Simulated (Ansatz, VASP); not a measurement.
## Two plane-wave programs on MoS2

File INCAR:

```
SYSTEM = MoS2
  ALGO = Normal
  EDIFF = 1E-6
  ENCUT = 520
  GGA = PE
  ISIF = 2
  ISMEAR = 1
  IVDW = 13
  LASPH = .True.
  LCHARG = .False.
  LREAL = .False.
  LWAVE = .False.
  NBANDS = 35
  NELM = 100
  PREC = Accurate
  SIGMA = 0.15
```

Contents of KPOINTS:

```
k-points
0
Gamma
  8 8 2
  0 0 0
```

File POSCAR:

```
MoS2
1.0
    3.2910027618      0.0000000000      0.0000000000
   -1.6455013809      2.8500925101      0.0000000000
    0.0000000000      0.0000000000     12.7984594622
Mo S
2 4
Direct
    0.3333333333      0.6666666667      0.2500000000
    0.6666666667      0.3333333333      0.7500000000
    0.3333333333      0.6666666667      0.6230000000
    0.6666666667      0.3333333333      0.1230000000
    0.3333333333      0.6666666667      0.8770000000
    0.6666666667      0.3333333333      0.3770000000
```

Input for Ansatz:

```yaml
crystal:
  lattice:
    - [3.2910027617532296, 0.0, 0.0]
    - [-1.6455013808766148, 2.850092510082747, 0.0]
    - [0.0, 0.0, 12.798459462242601]
  atoms:
    - { symbol: Mo, position: [0.3333333333333333, 0.6666666666666666, 0.25] }
    - { symbol: Mo, position: [0.6666666666666666, 0.3333333333333333, 0.75] }
    - { symbol: S, position: [0.3333333333333333, 0.6666666666666666, 0.623] }
    - { symbol: S, position: [0.6666666666666666, 0.3333333333333333, 0.123] }
    - { symbol: S, position: [0.3333333333333333, 0.6666666666666666, 0.877] }
    - { symbol: S, position: [0.6666666666666666, 0.3333333333333333, 0.377] }
basis:
  ecutwfc: 500.0
kpoints:
  mp_grid:
    grid: [8, 8, 2]
hamiltonian:
  xc: pbe
  dispersion: d4
  pseudopotentials:
    kind: paw
scf:
  occupations:
    method: methfessel_paxton
    width: 0.15
output:
  stress: true
```

Alike in both runs: task single point; functional PBE; dispersion D4; k mesh 8 × 8 × 2; occupations methfessel-paxton of order 1, width 0.15 eV; no spin polarisation.

|  | VASP | Ansatz |
| --- | --- | --- |
| version | VASP 6.6.1 | Ansatz 0.2.0 |
| potentials or method | VASP PAW PBE potentials, release 64 (Mo_sv, S), cutoff 520 eV | plane waves, PAW |
| valence electrons in the cell | 52 | 52 |

Ansatz gave:

```
pressure (GPa)                                                : -14.4
traceless stress, the component that is largest in VASP (GPa) : -0.85
```

**Question.** Estimate VASP's values.

**Answer.** Pressure (GPa): -14.4; traceless stress, the component that is largest in VASP (GPa): -0.87.
